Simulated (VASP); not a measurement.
# Al3Ni4F in VASP: single point with PBEsol

Aim: the single point of Al3Ni4F with PBEsol.

Everything below comes from runs of VASP 6.6.1. Logs are shortened: lines on timing, memory, paths and dates and some standing lists are left out, and cuts for length are marked.

### Step 1. The cell of the first run

The cell holds a slab with vacuum, 8 atoms: a = 2.862 Å, b = 2.862 Å, c = 27.586 Å, α = 90.00°, β = 90.00°, γ = 90.00°.

### Step 2. Single point, PBEsol

The input, INCAR:

```
ALGO = Normal ; DIPOL = 0.5 0.5 0.485
EDIFF = 1E-6 ; ENCUT = 520
GGA = PS ; GGA_COMPAT = F
IDIPOL = 3 ; ISIF = 2
ISMEAR = 0 ; LASPH = T
LCHARG = F ; LDIPOL = T
LREAL = F ; LWAVE = F
NBANDS = 54 ; NELM = 120
NELMDL = -8 ; PREC = Accurate
SIGMA = 0.1
```

The input, KPOINTS:

```
k-points
0
Gamma
  10 10 1
```

The input, POSCAR:

```
Al3Ni4F
1.0
    2.8621655520      0.0000000000      0.0000000000
    0.0000000000      2.8621655520      0.0000000000
    0.0000000000      0.0000000000     27.5864966560
Ni Al F
4 3 1
Direct
    0.5000000000      0.5000000000      0.3081217636
    0.5000000000      0.5000000000      0.4118741750
    0.5000000000      0.5000000000      0.5143263380
    0.5000000000      0.5000000000      0.6096109209
    0.0000000000      0.0000000000      0.3599979693
    0.0000000000      0.0000000000      0.4627097749
    0.0000000000      0.0000000000      0.5668039471
    0.0000000000      0.0000000000      0.6466711625
```

Potentials or basis: VASP PAW PBE potentials, release 64 (Ni_sv_GW, Al, F).

Launch:

```sh
$ cat potpaw_PBE.64/Ni_sv_GW/POTCAR potpaw_PBE.64/Al/POTCAR potpaw_PBE.64/F/POTCAR > POTCAR
$ mpirun -np 1 vasp_std > vasp.out
```

OUTCAR:

```text
EDIFF = 1E-6
   ENCUT = 520
   GGA = PS
   ISIF = 2
   ISMEAR = 0
   LASPH = T
   LREAL = F
   NELM = 120
   NELMDL = -8
   PREC = Accurate

 ion  position               nearest neighbor table
   1  0.500  0.500  0.308-   5 2.48   5 2.48   5 2.48   5 2.48
   2  0.500  0.500  0.412-   6 2.46   6 2.46   6 2.46   6 2.46   5 2.48   5 2.48   5 2.48   5 2.48

   3  0.500  0.500  0.514-   6 2.47   6 2.47   6 2.47   6 2.47   7 2.49   7 2.49   7 2.49   7 2.49
                             4 2.63
   4  0.500  0.500  0.610-   8 2.27   8 2.27   8 2.27   8 2.27   7 2.34   7 2.34   7 2.34   7 2.34
                             3 2.63
   5  0.000  0.000  0.360-   1 2.48   1 2.48   1 2.48   1 2.48   2 2.48   2 2.48   2 2.48   2 2.48
                             6 2.83
   6  0.000  0.000  0.463-   2 2.46   2 2.46   2 2.46   2 2.46   3 2.47   3 2.47   3 2.47   3 2.47
                             5 2.83   7 2.87
   7  0.000  0.000  0.567-   8 2.20   4 2.34   4 2.34   4 2.34   4 2.34   3 2.49   3 2.49   3 2.49
                             3 2.49   6 2.87
   8  0.000  0.000  0.647-   7 2.20   4 2.27   4 2.27   4 2.27   4 2.27

  LATTYP: Found a simple tetragonal cell.
 ALAT       =     2.8621655520
 C/A-ratio  =     9.6383301926

  Lattice vectors:

 A1 = (   2.8621655520,   0.0000000000,   0.0000000000)
 A2 = (   0.0000000000,   2.8621655520,   0.0000000000)
 A3 = (   0.0000000000,   0.0000000000,  27.5864966560)

Analysis of symmetry for initial positions (statically):
=====================================================================
 Subroutine PRICEL returns:
 Original cell was already a primitive cell.

 Routine SETGRP: Setting up the symmetry group for a
 simple tetragonal supercell.

 Subroutine GETGRP returns: Found  8 space group operations
 (whereof  8 operations were pure point group operations)
 out of a pool of 16 trial point group operations.

The static configuration has the point symmetry C_4v.

Analysis of symmetry for dynamics (positions and initial velocities):
=====================================================================
 Subroutine PRICEL returns:
 Original cell was already a primitive cell.

 Routine SETGRP: Setting up the symmetry group for a
 simple tetragonal supercell.

 Subroutine GETGRP returns: Found  8 space group operations
 (whereof  8 operations were pure point group operations)
 out of a pool of 16 trial point group operations.

The dynamic configuration has the point symmetry C_4v.

 Subroutine INISYM returns: Found  8 space group operations
 (whereof  8 operations are pure point group operations),
 and found     1 'primitive' translations

----------------------------------------------------------------------------------------

                                     Primitive cell

  volume of cell :     225.9884

  direct lattice vectors                    reciprocal lattice vectors
     2.862165552  0.000000000  0.000000000     0.349385800  0.000000000  0.000000000
     0.000000000  2.862165552  0.000000000     0.000000000  0.349385800  0.000000000
     0.000000000  0.000000000 27.586496656     0.000000000  0.000000000  0.036249619

  length of vectors
     2.862165552  2.862165552 27.586496656     0.349385800  0.349385800  0.036249619

  position of ions in fractional coordinates (direct lattice)
     0.500000000  0.500000000  0.308121764
     0.500000000  0.500000000  0.411874175
     0.500000000  0.500000000  0.514326338
     0.500000000  0.500000000  0.609610921
     0.000000000  0.000000000  0.359997969
     0.000000000  0.000000000  0.462709775
     0.000000000  0.000000000  0.566803947
     0.000000000  0.000000000  0.646671162

  ion indices of the primitive-cell ions
   primitive index   ion index
                 1           1
                 2           2
                 3           3
                 4           4
                 5           5
                 6           6
                 7           7
                 8           8

----------------------------------------------------------------------------------------

 KPOINTS: k-points

Automatic generation of k-mesh.
 Grid dimensions read from file:
 generate k-points for:   10   10    1

 Generating k-lattice:

  Cartesian coordinates                     Fractional coordinates (reciprocal lattice)
     0.034938580  0.000000000  0.000000000     0.100000000  0.000000000  0.000000000
     0.000000000  0.034938580  0.000000000     0.000000000  0.100000000  0.000000000
     0.000000000  0.000000000  0.036249619     0.000000000  0.000000000  1.000000000

  Length of vectors
     0.034938580  0.034938580  0.036249619

  Shift w.r.t. Gamma in fractional coordinates (k-lattice)
     0.000000000  0.000000000  0.000000000

 Subroutine IBZKPT returns following result:
 ===========================================

 Found     21 irreducible k-points:

 Following reciprocal coordinates:
            Coordinates               Weight
  0.000000  0.000000  0.000000      1.000000
  0.100000  0.000000  0.000000      4.000000
  0.200000  0.000000  0.000000      4.000000
  0.300000  0.000000  0.000000      4.000000
  0.400000  0.000000  0.000000      4.000000
  0.500000  0.000000  0.000000      2.000000
[... 13 lines left out ...]
  0.500000  0.400000  0.000000      4.000000
  0.500000  0.500000  0.000000      1.000000
   k-points           NKPTS =     21   k-points in BZ     NKDIM =     21   number of bands    NBANDS=     54
   number of dos      NEDOS =    301   number of ions     NIONS =      8
   total plane-waves  NPLWV = 120960
   dimension x,y,z NGX =    24 NGY =   24 NGZ =  210
   dimension x,y,z NGXF=    48 NGYF=   48 NGZF=  420
   ions per type =               4   3   1
   NGX,Y,Z   is equivalent  to a cutoff of  13.94, 13.94, 12.66 a.u.
   NGXF,Y,Z  is equivalent  to a cutoff of  27.88, 27.88, 25.31 a.u.
 SYSTEM =  unknown system
   PREC   = accura    normal or accurate (medium, high low for compatibility)
   ISTART =      0    job   : 0-new  1-cont  2-samecut
   ICHARG =      2    charge: 1-file 2-atom 10-const
   ISPIN  =      1    spin polarized calculation?
   LNONCOLLINEAR =      F non collinear calculations
   LSORBIT =      F    spin-orbit coupling
   LASPH  =      T    aspherical Exc in radial PAW
   ENCUT  =  520.0 eV  38.22 Ry    6.18 a.u.   5.32  5.32 51.29*2*pi/ulx,y,z
   NELM   =    120;   NELMIN=  2; NELMDL= -8     # of ELM steps
   EDIFF  = 0.1E-05   stopping-criterion for ELM
   LREAL  =      F    real-space projection
   EDIFFG = 0.1E-04   stopping-criterion for IOM
   NSW    =      0    number of steps for IOM
   IBRION =     -1    ionic relax: 0-MD 1-quasi-New 2-CG
   NFREE  =      0    steps in history (QN), initial steepest desc. (CG)
   ISIF   =      2    stress and relaxation
   ISYM   =      2    0-nonsym 1-usesym 2-fastsym
   POTIM  = 0.5000    time-step for ionic-motion
   TEBEG  =    0.0;   TEEND  =   0.0 temperature during run
   PSTRESS=    0.0 pullay stress
   NELECT =      88.0000    total number of electrons
   NUPDOWN=      -1.0000    fix difference up-down
   EMIN   =  10.00;   EMAX   =-10.00  energy-range for DOS
   EFERMI =   0.00;   METHOD = LEGACY
   ISMEAR =     0;   SIGMA  =   0.10  broadening in eV -4-tet -1-fermi 0-gaus
   EFERMI_NEDOS =   21; number of points for ismear=-14 and -15
   IALGO  =     38    algorithm
   IMIX   =      4    mixing-type and parameters
     AMIX     =   0.40;   BMIX     =  1.00
     AMIX_MAG =   1.60;   BMIX_MAG =  1.00
  volume/ion in A,a.u.               =      28.25       190.63
  Fermi-wavevector in a.u.,A,eV,Ry     =   1.195475  2.259120 19.444897  1.429160
  Thomas-Fermi vector in A             =   2.331439
   LORBIT       =      0    0 simple, 1 ext, 2 COOP (PROOUT), +10 PAW based schemes
   GGA     = PS    functional components
   LHFCALC =     F    Hartree Fock is set to
   AEXX    =    0.0000 exact exchange contribution
   IVDW    =     0    specifies the selected vdW correction
   LEPSILON=     F    determine dielectric tensor
   LRPA    =     F    only Hartree local field effects (RPA)
 non-spin polarized calculation
 Gauss-broadening in eV      SIGMA  =   0.10
  energy-cutoff  :      520.00
  volume of cell :      225.99
 maximum number of plane-waves:      6141
 NGX is ok and might be reduce to    24
   NGX = 11   NGY = 11   NGZ =103

 dipolmoment           0.000000      0.000000     -0.041070 electrons x Angstroem

 number of electron      88.0000068 magnetization

 dipolmoment           0.000000      0.000000      0.087683 electrons x Angstroem

 Free energy of the ion-electron system (eV)
  ---------------------------------------------------
  ext. energy  EPLUGINS =         0.00000000
  ---------------------------------------------------
  free energy    TOTEN  =       -46.71686079 eV

  energy without entropy =      -46.69836345  energy(sigma->0) =      -46.70761212

 E-fermi :  -0.0785     XC(G=0):  -5.5477

 val. band max:       -0.1464851816   @ k =   0.5000   0.1000   0.0000
 cond. band min:      -0.0684897442   @ k =   0.5000   0.3000   0.0000
 fundamental gap:      0.0779954373
 Fermi energy:        -0.0785437454

 k-point     1 :       0.0000    0.0000    0.0000
  band No.  band energies     occupation
      1    -103.1949      2.00000
      2    -103.0920      2.00000
      3    -102.2603      2.00000
      4    -102.2147      2.00000
      5     -63.8062      2.00000
      6     -63.7312      2.00000
[... 46 lines left out ...]
     53       6.7190      0.00000
     54       7.3970      0.00000

 k-point     2 :       0.1000    0.0000    0.0000
  band No.  band energies     occupation
      1    -103.1948      2.00000
      2    -103.0919      2.00000
      3    -102.2602      2.00000
      4    -102.2146      2.00000
      5     -63.8060      2.00000
      6     -63.7338      2.00000
[... 46 lines left out ...]
     53       6.3060      0.00000
     54       6.9196      0.00000
[... 1024 lines left out ...]
     53       4.2154      0.00000
     54       4.7019      0.00000

 k-point    21 :       0.5000    0.5000    0.0000
  band No.  band energies     occupation
      1    -103.1915      2.00000
      2    -103.0886      2.00000
      3    -102.2570      2.00000
      4    -102.2112      2.00000
      5     -63.8018      2.00000
      6     -63.7536      2.00000
[... 46 lines left out ...]
     53       3.7249      0.00000
     54       4.0713      0.00000

------------------------ aborting loop because EDIFF is reached ----------------------------------------

 vacuum level on the upper side and lower side of the slab       (xc-potential included)         0.834        -1.066

  FORCE on cell =-STRESS in cart. coord.  units (eV):
  Direction    XX          YY          ZZ          XY          YZ          ZX
  --------------------------------------------------------------------------------------
  -------------------------------------------------------------------------------------
  Total       -1.7061583     -1.7061583     -1.6043586      0.0000000      0.0000000      0.0000000
  in kB      -12.0960580    -12.0960580    -11.3743338      0.0000000      0.0000000      0.0000000
  external PRESSURE =     -11.8554832 kB  Pullay stress =       0.0000000 kB

 VOLUME and BASIS-vectors are now :
 -----------------------------------------------------------------------------
  energy-cutoff  :      520.00
  volume of cell :      225.99
      direct lattice vectors                 reciprocal lattice vectors
     2.862165552  0.000000000  0.000000000     0.349385800  0.000000000  0.000000000
     0.000000000  2.862165552  0.000000000     0.000000000  0.349385800  0.000000000
     0.000000000  0.000000000 27.586496656     0.000000000  0.000000000  0.036249619

 POSITION                                       TOTAL-FORCE (eV/Angst)
 -----------------------------------------------------------------------------------
      1.43108      1.43108      8.50000         0.000000      0.000000      0.720198
      1.43108      1.43108     11.36217         0.000000     -0.000000      0.339331
      1.43108      1.43108     14.18846         0.000000     -0.000000     -0.014610
      1.43108      1.43108     16.81703         0.000000     -0.000000      0.017236
      0.00000      0.00000      9.93108         0.000000     -0.000000     -1.068471
      0.00000      0.00000     12.76454         0.000000     -0.000000     -0.002968
      0.00000      0.00000     15.63614         0.000000     -0.000000     -0.004076
      0.00000      0.00000     17.83939         0.000000     -0.000000      0.013360
 -----------------------------------------------------------------------------------
    total drift:                                0.000000     -0.000000      0.002497

  FREE ENERGIE OF THE ION-ELECTRON SYSTEM (eV)
  ---------------------------------------------------
  free  energy   TOTEN  =       -46.7168607939 eV

  energy  without entropy=      -46.6983634457  energy(sigma->0) =      -46.70761212

 vacuum level on the upper side and lower side of the slab         6.438         4.513
```

It took 11 min on 1 thread of Intel Xeon Platinum 8488C (Sapphire Rapids), shared host; peak memory 0.48 GiB.

What came out:

* Free energy: -46.7169 eV
* Largest force: 1.068 eV/Å
* Band gap on the k mesh: zero (bands 44 and 45 overlap by 0.78 eV)

Forces in eV/Å, atoms in the order of the input:
```
Ni   0.000  0.000  0.720
Ni   0.000  0.000  0.339
Ni   0.000  0.000 -0.015
Ni   0.000  0.000  0.017
Al   0.000  0.000 -1.068
Al   0.000  0.000 -0.003
Al   0.000  0.000 -0.004
F    0.000  0.000  0.013
```

Caveat: the PAW data sets were made with another functional, which shifts forces and pressure a little; the run has no spin polarisation, though such a crystal can be magnetic. Spin polarisation is off, so any magnetic state and its effect on volume and gap are missing.

The gap in the log of VASP goes by the Fermi energy; the results here count the filled bands.